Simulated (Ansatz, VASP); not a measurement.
## K: VASP beside Ansatz

```
K
1.0
    -2.52419    2.52419    2.52419
     2.52419   -2.52419    2.52419
     2.52419    2.52419   -2.52419
K
1
Direct
  0.00000 0.00000 0.00000
```

Alike in both runs: task single point; functional LDA; k mesh 9 × 9 × 9; occupations fermi-dirac, width 0.3 eV; no spin polarisation.

```csv
,VASP,Ansatz
version,VASP 6.6.1,Ansatz 0.2.0
potentials or method,"VASP PAW LDA potentials, release 64 (K_sv), cutoff 520 eV","plane waves (420 eV) with PAW, scalar-relativistic"
valence electrons in the cell,9,9
```

|  | VASP | Ansatz | Ansatz less VASP |
| --- | --- | --- | --- |
| pressure (GPa) | 0.1 | 0.1 | +0.02 |

Ansatz warns that its potentials were made for another functional, while VASP's fit it. LDA's correlation is that of Perdew and Zunger in VASP and of Perdew and Wang (1992) in Ansatz.
